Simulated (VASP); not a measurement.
Wanted: the native input for a VASP 6.6.1 run.

```yaml
Task: single point
Functional: r2SCAN
Potentials_or_basis: VASP PAW PBE potentials, release 64 (B, N, H)
Cutoff: 580 eV
k_mesh: 1 × 1 × 1, shifted
Occupations: fermi-dirac, width 0.01 eV
Spin: collinear spin
Fixed_moment: 2 μB
Dipole_correction: no
Further_INCAR_settings: LREAL = Auto; ALGO = Normal; EDIFF = 1e-06; NBANDS = 99; ISYM = -1
```

B17HN18 (a cell with a defect):

```
B N H
1.0
     7.46503    0.00000    0.00000
    -3.73252    6.46491    0.00000
     0.00000    0.00000    6.49548
B N H
17 18 1
Direct
  0.12576 0.20544 0.25055
  0.20699 0.12442 0.75357
  0.12562 0.53841 0.24939
  0.21002 0.45879 0.74790
  0.12555 0.87212 0.25021
  0.20716 0.79237 0.74925
  0.45893 0.20555 0.25087
  0.53876 0.12408 0.75385
  0.45916 0.53865 0.25003
  0.45916 0.87194 0.24968
  0.54251 0.79313 0.74816
  0.79233 0.20547 0.24968
  0.87522 0.12900 0.74937
  0.79214 0.53850 0.24982
  0.87151 0.46044 0.74850
  0.79212 0.87183 0.24909
  0.87456 0.79378 0.74830
  0.09671 0.23615 0.74941
  0.23619 0.09450 0.25197
  0.09602 0.56918 0.74778
  0.23636 0.42783 0.24980
  0.09653 0.90267 0.74986
  0.23641 0.76125 0.24954
  0.42357 0.22497 0.76144
  0.56966 0.09462 0.25034
  0.42628 0.57913 0.74670
  0.56968 0.42788 0.25078
  0.42973 0.90237 0.74946
  0.56988 0.76140 0.24889
  0.76280 0.23767 0.75048
  0.90295 0.09455 0.24938
  0.76812 0.57619 0.74727
  0.90308 0.42791 0.24947
  0.76584 0.90674 0.74896
  0.90310 0.76132 0.24881
  0.50955 0.38498 0.76176
```

The input as run:

POSCAR

```
B17HN18
1.0
    7.4650312844      0.0000000000      0.0000000000
   -3.7325156422      6.4649067324      0.0000000000
    0.0000000000      0.0000000000      6.4954828762
B N H
17 18 1
Direct
    0.1257591618      0.2054368581      0.2505458714
    0.2069922703      0.1244188541      0.7535724445
    0.1256203359      0.5384072817      0.2493902607
    0.2100229794      0.4587861447      0.7478951045
    0.1255549817      0.8721181756      0.2502062414
    0.2071572702      0.7923680018      0.7492510554
    0.4589265013      0.2055502459      0.2508718421
    0.5387596267      0.1240830295      0.7538544263
    0.4591615089      0.5386486047      0.2500269805
    0.4591564086      0.8719402261      0.2496790137
    0.5425123123      0.7931329661      0.7481566284
    0.7923256255      0.2054703449      0.2496829283
    0.8752240718      0.1290009896      0.7493681982
    0.7921360602      0.5385002383      0.2498156748
    0.8715073141      0.4604369563      0.7484991893
    0.7921213376      0.8718271401      0.2490893236
    0.8745576348      0.7937758110      0.7482995147
    0.0967050207      0.2361521133      0.7494108073
    0.2361947073      0.0944977323      0.2519715851
    0.0960232718      0.5691809950      0.7477845703
    0.2363624227      0.4278316301      0.2498021638
    0.0965349174      0.9026691786      0.7498572549
    0.2364078001      0.7612473555      0.2495430168
    0.4235729013      0.2249657877      0.7614367050
    0.5696645085      0.0946192741      0.2503432028
    0.4262833194      0.5791250877      0.7467012141
    0.5696772616      0.4278822902      0.2507839049
    0.4297261280      0.9023688948      0.7494552984
    0.5698771919      0.7614047557      0.2488914998
    0.7627964994      0.2376716354      0.7504812055
    0.9029528924      0.0945512485      0.2493771702
    0.7681161511      0.5761929411      0.7472684350
    0.9030769489      0.4279100152      0.2494717427
    0.7658362181      0.9067401031      0.7489554709
    0.9030971512      0.7613191392      0.2488146815
    0.5095539163      0.3849789899      0.7617567941
```

INCAR.step1

```
PREC = Accurate
ENCUT = 580
ISMEAR = -1
SIGMA = 0.01
LREAL = Auto
LASPH = T
NELM = 200
ISPIN = 2
MAGMOM = 0 0 0 0 0 0 0 0 0 0 0 0 -0.01 0 -0.01 0 -0.01 0.04 0.01 0.09 0.01 0.02 0.02 0.01 0.02 0.42 0.02 0.05 0.01 0.05 0.01 0.4 0 0.08 0.01 0
NUPDOWN = 2.0
NBANDS = 99
GGA = PE
ALGO = Normal
EDIFF = 1E-5
LWAVE = T
LCHARG = F
GGA_COMPAT = F
ISYM = -1
```

INCAR.step2

```
PREC = Accurate
ENCUT = 580
EDIFF = 1E-6
ISMEAR = -1
SIGMA = 0.01
LREAL = Auto
LASPH = T
NELM = 200
ALGO = Normal
ISIF = 2
LWAVE = F
LCHARG = F
ISPIN = 2
MAGMOM = 0 0 0 0 0 0 0 0 0 0 0 0 -0.01 0 -0.01 0 -0.01 0.04 0.01 0.09 0.01 0.02 0.02 0.01 0.02 0.42 0.02 0.05 0.01 0.05 0.01 0.4 0 0.08 0.01 0
LORBIT = 11
NUPDOWN = 2.0
METAGGA = R2SCAN
LMIXTAU = T
NBANDS = 99
ISTART = 1
GGA_COMPAT = F
ISYM = -1
```

KPOINTS

```
explicit points
1
Reciprocal
  0.25000000   0.25000000   0.25000000 1
```

Potentials or basis: VASP PAW PBE potentials, release 64 (B, N, H).

Run with:

```console
$ cat potpaw_PBE.64/B/POTCAR potpaw_PBE.64/N/POTCAR potpaw_PBE.64/H/POTCAR > POTCAR
$ cp INCAR.step1 INCAR
$ mpirun -np 1 vasp_std > vasp.out
$ cp INCAR.step2 INCAR
$ mpirun -np 1 vasp_std > vasp.out
```

It gave:

```yaml
Pressure: 6.9 GPa
Largest_force: 0.820 eV/Å
Net_moment: 2.00 μB per cell
Site_moments: B -0.00, -0.01, +0.01, -0.02, -0.03 (each value once); N +0.05, +0.01, +0.10, +0.03, +0.02, +0.55, +0.06, +0.52, -0.00 (each value once); H +0.00 μB
Valence_electrons_inside_the_program's_atomic_spheres: B 2.18, 2.23, 2.20, 2.22, 2.24, 2.19 (each value once); N 4.07, 4.08, 4.04, 4.11, 3.90, 4.06, 3.89 (each value once); H 0.70
```

Caveat: the PAW data sets were made with another functional, which shifts forces and pressure a little; the total moment is fixed, so each spin has its own Fermi level and the state may be an excited one.

It took 6.1 min on 1 thread of AMD EPYC 9R45 96-Core Processor (Zen 5), on a shared host, peak memory 0.66 GiB.
